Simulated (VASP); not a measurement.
The system is SiN.

```xyz
2
Lattice="2.8628 0.0000 0.0000 -1.4314 2.4793 0.0000 0.0000 0.0000 2.7922" Properties=species:S:1:pos:R:3 pbc="T T T"
Si    0.0000    0.0000    0.0000
N     1.4314    0.8264    1.3961
```

- Program: VASP 6.6.1
- Task: relaxation of cell and atoms
- Functional: PBE
- Potentials or basis: VASP PAW PBE potentials, release 64 (Si, N)
- Cutoff: 600 eV
- k mesh: 6 × 6 × 6
- Occupations: gaussian, width 0.1 eV
- Spin: no spin polarisation

At the start: pressure -17.0 GPa; volume 9.91 Å³/atom.

Problem. How do energy, volume and symmetry change on relaxing?

Solution. Over 6 steps the energy falls by 69.1 meV/atom and the volume is 8.74 Å³/atom (-11.8 %); space group P-6m2 (No. 187, to 0.05 Å).

Step by step:
| step | energy change (eV) | largest force (eV/Å) | pressure (GPa) | volume (Å³) |
| --- | --- | --- | --- | --- |
| 1 | 0.0000 | 0.0000 | -17.03 | 19.82 |
| 2 | -0.1171 | 0.0000 | 7.06 | 16.94 |
| 3 | -0.1353 | 0.0000 | -0.88 | 17.63 |
| 4 | -0.1353 | 0.0000 | -0.44 | 17.59 |
| 5 | -0.1362 | 0.0000 | 0.55 | 17.40 |
| 6 | -0.1382 | 0.0000 | 0.04 | 17.49 |

Final structure:
```
Si N
1.0
     2.75396    0.00000    0.00000
    -1.37698    2.38500    0.00000
     0.00000    0.00000    2.66275
Si N
1 1
Direct
  0.00000 0.00000 0.00000
  0.66667 0.33333 0.50000
```

Caveat: the k points lie up to 0.44 Å⁻¹ apart in the final cell.
